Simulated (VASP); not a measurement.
# Mg (P6_3/mmc) in VASP: notebook

Mg is run at these levels: PBEsol; tasks: single point, relaxation of shape and atoms at fixed volume.

Program: VASP 6.6.1. These are calculated values, not measurements. Logs are shortened: lines on timing, memory, paths and dates and some standing lists are left out, and cuts for length are marked.

### 1 The cell of the first run

The structure is hexagonal, space group P6_3/mmc (No. 194). The conventional cell has a = 2.999 Å, b = 2.999 Å, c = 4.855 Å, α = 90.00°, β = 90.00°, γ = 120.00°. Mg (site symmetry -6m2) has 12 Mg at 2.98 to 3.00 Å within 3.9 Å.

### 2 Single point, PBEsol (volume scaled by 0.840)

Contents of INCAR:

```
PREC = Accurate
ENCUT = 520
EDIFF = 1E-6
ISMEAR = 0
SIGMA = 0.05
LREAL = F
LASPH = T
NELM = 80
ALGO = Normal
ISIF = 2
LWAVE = F
LCHARG = T
GGA = PS
LELF = T
LVHAR = T
NBANDS = 9
```

Contents of KPOINTS:

```
regular mesh
0
Gamma
  18 18 10
```

Contents of POSCAR:

```
Mg
1.0
    2.9991954674      0.0000000000      0.0000000000
   -1.4995977337      2.5973794657      0.0000000000
    0.0000000000      0.0000000000      4.8547697109
Mg
2
Direct
    0.3333333333      0.6666666667      0.2500000000
    0.6666666667      0.3333333333      0.7500000000
```

Potentials or basis: VASP PAW PBE potentials, release 64 (Mg).

Started as:

```bash
cat potpaw_PBE.64/Mg/POTCAR > POTCAR
mpirun -np 1 vasp_std > vasp.out
```

OUTCAR:

```text
PREC = Accurate
   ENCUT = 520
   EDIFF = 1E-6
   ISMEAR = 0
   LREAL = F
   LASPH = T
   NELM = 80
   ISIF = 2
   GGA = PS

 ion  position               nearest neighbor table
   1  0.333  0.667  0.250-   2 2.98   2 2.98   2 2.98   2 2.98   2 2.98   2 2.98
   2  0.667  0.333  0.750-   1 2.98   1 2.98   1 2.98   1 2.98   1 2.98   1 2.98

  LATTYP: Found a hexagonal cell.
 ALAT       =     2.9991954674
 C/A-ratio  =     1.6186906668

  Lattice vectors:

 A1 = (   2.9991954674,   0.0000000000,   0.0000000000)
 A2 = (  -1.4995977337,   2.5973794657,   0.0000000000)
 A3 = (   0.0000000000,   0.0000000000,   4.8547697109)

Analysis of symmetry for initial positions (statically):
=====================================================================
 Subroutine PRICEL returns:
 Original cell was already a primitive cell.

 Routine SETGRP: Setting up the symmetry group for a
 hexagonal supercell.

 Subroutine GETGRP returns: Found 24 space group operations
 (whereof 12 operations were pure point group operations)
 out of a pool of 24 trial point group operations.

The static configuration has the point symmetry D_3d.
 The point group associated with its full space group is D_6h.

Analysis of symmetry for dynamics (positions and initial velocities):
=====================================================================
 Subroutine PRICEL returns:
 Original cell was already a primitive cell.

 Routine SETGRP: Setting up the symmetry group for a
 hexagonal supercell.

 Subroutine GETGRP returns: Found 24 space group operations
 (whereof 12 operations were pure point group operations)
 out of a pool of 24 trial point group operations.

The dynamic configuration has the point symmetry D_3d.
 The point group associated with its full space group is D_6h.

 Subroutine INISYM returns: Found 24 space group operations
 (whereof 12 operations are pure point group operations),
 and found     1 'primitive' translations

----------------------------------------------------------------------------------------

                                     Primitive cell

  volume of cell :      37.8189

  direct lattice vectors                    reciprocal lattice vectors
     2.999195467  0.000000000  0.000000000     0.333422750  0.192501714  0.000000000
    -1.499597734  2.597379466  0.000000000     0.000000000  0.385003429  0.000000000
     0.000000000  0.000000000  4.854769711     0.000000000  0.000000000  0.205982994
[... 89 lines left out ...]
   NFREE  =      0    steps in history (QN), initial steepest desc. (CG)
   ISIF   =      2    stress and relaxation
   ISYM   =      2    0-nonsym 1-usesym 2-fastsym
   POTIM  = 0.5000    time-step for ionic-motion
   TEBEG  =    0.0;   TEEND  =   0.0 temperature during run
   PSTRESS=    0.0 pullay stress
   NELECT =       4.0000    total number of electrons
   NUPDOWN=      -1.0000    fix difference up-down
   EMIN   =  10.00;   EMAX   =-10.00  energy-range for DOS
   EFERMI =   0.00;   METHOD = LEGACY
   ISMEAR =     0;   SIGMA  =   0.05  broadening in eV -4-tet -1-fermi 0-gaus
   EFERMI_NEDOS =   21; number of points for ismear=-14 and -15
   IALGO  =     38    algorithm
   IMIX   =      4    mixing-type and parameters
     AMIX     =   0.40;   BMIX     =  1.00
     AMIX_MAG =   1.60;   BMIX_MAG =  1.00
  volume/ion in A,a.u.               =      18.91       127.61
  Fermi-wavevector in a.u.,A,eV,Ry     =   0.774210  1.463044  8.155339  0.599401
  Thomas-Fermi vector in A             =   1.876217
   LORBIT       =      0    0 simple, 1 ext, 2 COOP (PROOUT), +10 PAW based schemes
   GGA     = PS    functional components
   LHFCALC =     F    Hartree Fock is set to
   AEXX    =    0.0000 exact exchange contribution
   IVDW    =     0    specifies the selected vdW correction
   LEPSILON=     F    determine dielectric tensor
   LRPA    =     F    only Hartree local field effects (RPA)
 non-spin polarized calculation
 Gauss-broadening in eV      SIGMA  =   0.05
  energy-cutoff  :      520.00
  volume of cell :       37.82
 maximum number of plane-waves:      1044
 NGX is ok and might be reduce to    24
   NGX = 11   NGY = 11   NGZ = 19

 number of electron       4.0000000 magnetization

 Free energy of the ion-electron system (eV)
  ---------------------------------------------------
  ext. energy  EPLUGINS =         0.00000000
  ---------------------------------------------------
  free energy    TOTEN  =        -3.26959137 eV

  energy without entropy =       -3.26885937  energy(sigma->0) =       -3.26922537

 E-fermi :   3.6738     XC(G=0):  -9.1653

 val. band max:        3.6737538404   @ k =   0.1667   0.1111   0.0000
 cond. band min:       3.7047024111   @ k =   0.3333   0.1111   0.1000
 fundamental gap:      0.0309485707
 Fermi energy:         3.6738125549

 k-point     1 :       0.0000    0.0000    0.0000
  band No.  band energies     occupation
      1      -4.1254      2.00000
      2       1.6918      2.00000
      3       2.4793      2.00000
      4      15.7346      0.00000
      5      15.7346      0.00000
      6      16.2648      0.00000
      7      16.2648      0.00000
      8      16.6883      0.00000
      9      18.9668      0.00000
[... 265 lines left out ...]
 k-point    24 :       0.3889    0.1111    0.0000
  band No.  band energies     occupation
      1       0.3681      2.00000
      2       2.6529      2.00000
      3       5.8384      0.00000
      4       6.7305      0.00000
      5       8.0905      0.00000
      6       8.1504      0.00000
      7      10.6560      0.00000
      8      13.7200      0.00000
      9      15.4808      0.00000

 [... further k-points ...]

------------------------ aborting loop because EDIFF is reached ----------------------------------------

  FORCE on cell =-STRESS in cart. coord.  units (eV):
  Direction    XX          YY          ZZ          XY          YZ          ZX
  --------------------------------------------------------------------------------------
  -------------------------------------------------------------------------------------
  Total        2.1822663      2.1822663      2.1756511      0.0000000      0.0000000      0.0000000
  in kB       92.4505537     92.4505537     92.1703055      0.0000000      0.0000000      0.0000000
  external PRESSURE =      92.3571376 kB  Pullay stress =       0.0000000 kB

 VOLUME and BASIS-vectors are now :
 -----------------------------------------------------------------------------
  energy-cutoff  :      520.00
  volume of cell :       37.82
      direct lattice vectors                 reciprocal lattice vectors
     2.999195467  0.000000000  0.000000000     0.333422750  0.192501714  0.000000000
    -1.499597734  2.597379466  0.000000000     0.000000000  0.385003429  0.000000000
     0.000000000  0.000000000  4.854769711     0.000000000  0.000000000  0.205982994

 POSITION                                       TOTAL-FORCE (eV/Angst)
 -----------------------------------------------------------------------------------
     -0.00000      1.73159      1.21369         0.000000     -0.000000      0.000000
      1.49960      0.86579      3.64108        -0.000000      0.000000      0.000000
 -----------------------------------------------------------------------------------
    total drift:                               -0.000000      0.000000     -0.000000

  FREE ENERGIE OF THE ION-ELECTRON SYSTEM (eV)
  ---------------------------------------------------
  free  energy   TOTEN  =        -3.2695913711 eV

  energy  without entropy=       -3.2688593750  energy(sigma->0) =       -3.26922537
```

OSZICAR:

```text
N       E                     dE             d eps       ncg     rms          rms(c)
DAV:   1    -0.143793660160E+00   -0.14379E+00   -0.13783E+03  3996   0.323E+02
DAV:   2    -0.325579303326E+01   -0.31120E+01   -0.30093E+01  5433   0.303E+01
DAV:   3    -0.329306782346E+01   -0.37275E-01   -0.37133E-01  5156   0.283E+00
DAV:   4    -0.329318395853E+01   -0.11614E-03   -0.11613E-03  5021   0.155E-01
DAV:   5    -0.329318454282E+01   -0.58430E-06   -0.58448E-06  4931   0.104E-02    0.946E-01
DAV:   6    -0.328004758275E+01    0.13137E-01   -0.22925E-04  4676   0.110E-01    0.601E-01
DAV:   7    -0.326960834264E+01    0.10439E-01   -0.96017E-04  4172   0.192E-01    0.278E-02
DAV:   8    -0.326959201516E+01    0.16327E-04   -0.16615E-05  5571   0.236E-02    0.605E-03
DAV:   9    -0.326959137113E+01    0.64402E-06   -0.10584E-06  4347   0.510E-03
   1 F= -.32695914E+01 E0= -.32692254E+01  d E =-.731996E-03
```

It took 30 s on 1 thread of Intel Xeon 6975P-C (Granite Rapids), shared host; peak memory 0.2 GiB.

What came out:

```
Free energy            : -3.2696 eV
Pressure               : 9.2 GPa
Band gap on the k mesh : zero (band 2 reaches 4.66 eV, above the bottom of band 3 at 2.48 eV)
```

Caveat: the PAW data sets were made with another functional, which shifts forces and pressure a little.

### 3 Relaxation of shape and atoms at fixed volume, PBEsol (volume scaled by 0.880)

Contents of INCAR:

```
ALGO = Normal
EDIFF = 1E-6
EDIFFG = -0.01
ENCUT = 600
GGA = PS
IBRION = 2
ISIF = 4
ISMEAR = 0
LASPH = True
LCHARG = False
LREAL = False
LWAVE = False
NELM = 80
NSW = 60
PREC = Accurate
SIGMA = 0.05
```

Contents of KPOINTS:

```
k-points
0
Gamma
  16 16 10
```

Contents of POSCAR:

```
Mg
1.0
    3.0444472813      0.0000000000      0.0000000000
   -1.5222236406      2.6365686861      0.0000000000
    0.0000000000      0.0000000000      4.9358806038
Mg
2
Direct
    0.3333333333      0.6666666667      0.2500000000
    0.6666666667      0.3333333333      0.7500000000
```

Potentials or basis: VASP PAW PBE potentials, release 64 (Mg).

Started as:

```bash
cat potpaw_PBE.64/Mg/POTCAR > POTCAR
mpirun -np 1 vasp_std > vasp.out
```

Wall time 56 s (1 thread of AMD EPYC 7R13, shared host); peak memory 0.17 GiB.

Results (log left out):

```
Free energy               : -3.3484 eV
Energy gained by relaxing : 0.0 meV/atom
Ionic steps               : 3
Pressure after relaxing   : 6.2 GPa
Band gap on the k mesh    : zero (band 2 reaches 4.43 eV, above the bottom of band 3 at 2.22 eV)
```

Final structure:
```
Mg
1.0
     3.04857    0.00000    0.00000
    -1.52428    2.64014    0.00000
     0.00000    0.00000    4.92254
Mg
2
Direct
  0.33333 0.66667 0.25000
  0.66667 0.33333 0.75000
```

Levels at points of the mesh, in eV from the Fermi level:
```
           k point  band 1  band 2  band 3  band 4  band 5  band 6
(0.00, 0.00, 0.00)   -7.61   -1.92   -1.20   11.72   11.72   12.14
(0.50, 0.00, 0.00)   -2.44   -2.30    2.88    3.06    3.74    4.07
(0.00, 0.00, 0.50)   -6.06   -6.06    5.56    5.56   12.49   12.49
(0.50, 0.00, 0.50)   -1.29   -1.29   -0.43   -0.43    8.51    8.51
```

Caveat: the PAW data sets were made with another functional, which shifts forces and pressure a little.

### 4 Relaxation of shape and atoms at fixed volume, PBEsol (volume scaled by 0.720)

Contents of INCAR:

```
  PREC = Accurate
  ENCUT = 600
  EDIFF = 1E-7
  ISMEAR = 0
  SIGMA = 0.05
  LREAL = False
  LASPH = True
  NELM = 60
  ALGO = Normal
  ISIF = 4
  LWAVE = False
  LCHARG = False
  GGA = PS
  IBRION = 2
  NSW = 60
  EDIFFG = -0.01
```

Contents of KPOINTS:

```
Automatic mesh
0
Gamma
  18 18 10
```

Contents of POSCAR:

```
Mg
1.0
    2.8512141591      0.0000000000      0.0000000000
   -1.4256070795      2.4692238934      0.0000000000
    0.0000000000      0.0000000000      4.6043858235
Mg
2
Direct
    0.3333333333      0.6666666667      0.2500000000
    0.6666666667      0.3333333333      0.7500000000
```

Potentials or basis: VASP PAW PBE potentials, release 64 (Mg).

Started as:

```bash
cat potpaw_PBE.64/Mg/POTCAR > POTCAR
mpirun -np 1 vasp_std > vasp.out
```

OUTCAR:

```text
PREC = Accurate
   ENCUT = 600
   EDIFF = 1E-7
   ISMEAR = 0
   LREAL = False
   LASPH = True
   NELM = 60
   ISIF = 4
   GGA = PS
   IBRION = 2
   NSW = 60
   EDIFFG = -0.01

 ion  position               nearest neighbor table
   1  0.333  0.667  0.250-   2 2.83   2 2.83   2 2.83   2 2.83   2 2.83   2 2.83
   2  0.667  0.333  0.750-   1 2.83   1 2.83   1 2.83   1 2.83   1 2.83   1 2.83

  LATTYP: Found a hexagonal cell.
 ALAT       =     2.8512141591
 C/A-ratio  =     1.6148859982

  Lattice vectors:

 A1 = (   2.8512141591,   0.0000000000,   0.0000000000)
 A2 = (  -1.4256070795,   2.4692238934,   0.0000000000)
 A3 = (   0.0000000000,   0.0000000000,   4.6043858235)

Analysis of symmetry for initial positions (statically):
=====================================================================
 Subroutine PRICEL returns:
 Original cell was already a primitive cell.

 Routine SETGRP: Setting up the symmetry group for a
 hexagonal supercell.

 Subroutine GETGRP returns: Found 24 space group operations
 (whereof 12 operations were pure point group operations)
[... 169 lines left out ...]

 val. band max:        4.6584696229   @ k =   0.3333   0.1111   0.1000
 cond. band min:       4.6956957983   @ k =   0.4444   0.0000   0.4000
 fundamental gap:      0.0372261755
 Fermi energy:         4.6842784408

 k-point     1 :       0.0000    0.0000    0.0000
  band No.  band energies     occupation
      1      -3.8819      2.00000
      2       2.4560      2.00000
      3       3.5050      2.00000
      4      17.6855      0.00000
      5      17.6855      0.00000
      6      18.5775      0.00000
[... 199 lines left out ...]
 k-point    24 :       0.3889    0.1111    0.0000
  band No.  band energies     occupation
      1       1.0544      2.00000
      2       3.5468      2.00000
      3       6.9342      0.00000
      4       8.0269      0.00000
      5       9.3799      0.00000
      6       9.6401      0.00000

 [... further k-points ...]

------------------------ aborting loop because EDIFF is reached ----------------------------------------

  FORCE on cell =-STRESS in cart. coord.  units (eV):
  Direction    XX          YY          ZZ          XY          YZ          ZX
  --------------------------------------------------------------------------------------
  -------------------------------------------------------------------------------------
  Total        4.7844962      4.7844962      4.7704517      0.0000000     -0.0000000      0.0000000
  in kB      236.4747513    236.4747513    235.7805989      0.0000000     -0.0000000      0.0000000
  external PRESSURE =     236.2433671 kB  Pullay stress =       0.0000000 kB

 VOLUME and BASIS-vectors are now :
 -----------------------------------------------------------------------------
  energy-cutoff  :      600.00
  volume of cell :       32.42
      direct lattice vectors                 reciprocal lattice vectors
     2.851214159  0.000000000  0.000000000     0.350727776  0.202492776  0.000000000
    -1.425607079  2.469223893  0.000000000     0.000000000  0.404985551  0.000000000
     0.000000000  0.000000000  4.604385824     0.000000000  0.000000000  0.217184232

 POSITION                                       TOTAL-FORCE (eV/Angst)
 -----------------------------------------------------------------------------------
     -0.00000      1.64615      1.15110        -0.000000     -0.000000      0.000000
      1.42561      0.82307      3.45329         0.000000      0.000000      0.000000
 -----------------------------------------------------------------------------------
    total drift:                                0.000000     -0.000000      0.000000

  FREE ENERGIE OF THE ION-ELECTRON SYSTEM (eV)
  ---------------------------------------------------
  free  energy   TOTEN  =        -2.7421562172 eV

  energy  without entropy=       -2.7414436199  energy(sigma->0) =       -2.74179992

 reached required accuracy - stopping structural energy minimisation
```

CONTCAR:

```text
Mg
   1.00000000000000
     2.8512141591000000    0.0000000000000000    0.0000000000000000
    -1.4256070795000000    2.4692238934000001    0.0000000000000000
     0.0000000000000000    0.0000000000000000    4.6043858235000004
  Mg
     2
Direct
     0.3333333332999970    0.6666666667000030    0.2500000000000000
     0.6666666667000030    0.3333333332999970    0.7500000000000000

  0.00000000E+00  0.00000000E+00  0.00000000E+00
  0.00000000E+00  0.00000000E+00  0.00000000E+00
```

It took 48 s on 1 thread of AMD EPYC 7R13, shared host; peak memory 0.17 GiB.

Results:

```
Free energy             : -2.7422 eV
Pressure after relaxing : 23.6 GPa
Band gap on the k mesh  : zero (band 2 reaches 5.66 eV, above the bottom of band 3 at 3.50 eV)
```

Final structure:
```
Mg
1.0
     2.85121    0.00000    0.00000
    -1.42561    2.46922    0.00000
     0.00000    0.00000    4.60439
Mg
2
Direct
  0.33333 0.66667 0.25000
  0.66667 0.33333 0.75000
```

Levels at points of the mesh, in eV from the Fermi level:
```tsv
k point	band 1	band 2	band 3	band 4	band 5	band 6
(0.00, 0.00, 0.00)	-8.57	-2.23	-1.18	13.00	13.00	13.89
(0.50, 0.00, 0.00)	-2.80	-2.47	3.12	3.28	4.46	4.51
(0.00, 0.00, 0.50)	-6.80	-6.80	6.24	6.24	13.79	13.79
(0.50, 0.00, 0.50)	-1.49	-1.49	-0.37	-0.37	9.23	9.23
```

Caveat: the relaxation stopped at its first step, so nothing moved; the PAW data sets were made with another functional, which shifts forces and pressure a little.

(Part 1 of 2 ends here.)
